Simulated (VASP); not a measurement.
Set up this calculation in VASP 6.6.1, as the native input.

```
Task                   : relaxation of the atoms
Functional             : r2SCAN
Potentials or basis    : VASP PAW PBE potentials, release 64 (H)
Cutoff                 : 520 eV
k mesh                 : 1 × 1 × 1
Occupations            : methfessel-paxton, width 0.02 eV
Spin                   : no spin polarisation
Dipole correction      : no
Further INCAR settings : ALGO = Normal; EDIFF = 1e-06; IBRION = 2; EDIFFG = -0.01; NSW = 60
```

The system is H2, in a box.

```
H
1.0
     9.00000    0.00000    0.00000
     0.00000    9.50000    0.00000
     0.00000    0.00000   10.00000
H
2
Cartesian
  4.5000 4.7500 4.6250
  4.5000 4.7500 5.3750
```

These files were run (other wordings do the same):

POSCAR

```
H
1.0
    9.0000000000      0.0000000000      0.0000000000
    0.0000000000      9.5000000000      0.0000000000
    0.0000000000      0.0000000000     10.0000000000
H
2
Direct
    0.5000000000      0.5000000000      0.4625000000
    0.5000000000      0.5000000000      0.5375000000
```

INCAR.step1

```
SYSTEM = H
  PREC = Accurate
  ENCUT = 520
  ISMEAR = 1
  SIGMA = 0.02
  LREAL = .FALSE.
  LASPH = .TRUE.
  NELM = 60
  GGA = PE
  ALGO = Normal
  EDIFF = 1E-4
  LWAVE = .TRUE.
  LCHARG = .FALSE.
```

INCAR.step2

```
SYSTEM = H
  PREC = Accurate
  ENCUT = 520
  EDIFF = 1E-6
  ISMEAR = 1
  SIGMA = 0.02
  LREAL = .FALSE.
  LASPH = .TRUE.
  NELM = 60
  ALGO = Normal
  ISIF = 2
  LWAVE = .FALSE.
  LCHARG = .FALSE.
  METAGGA = R2SCAN
  LMIXTAU = .TRUE.
  IBRION = 2
  NSW = 60
  EDIFFG = -0.01
  ISTART = 1
```

KPOINTS

```
Automatic mesh
0
G
  1 1 1
  0 0 0
```

Potentials or basis: VASP PAW PBE potentials, release 64 (H).

Run with:

```console
$ cat potpaw_PBE.64/H/POTCAR > POTCAR
$ cp INCAR.step1 INCAR
$ mpirun -np 1 vasp_gam > vasp.out
$ cp INCAR.step2 INCAR
$ mpirun -np 1 vasp_gam > vasp.out
```

Results of the run:

The energy gained by relaxing is 0.8 meV/atom. The ionic steps are 4 and the gap between the frontier levels is 11.01 eV.

Run time: 15 min on 1 thread of Intel(R) Xeon(R) Platinum 8375C CPU @ 2.90GHz (Ice Lake), with other jobs on the host, peak memory 0.93 GiB.
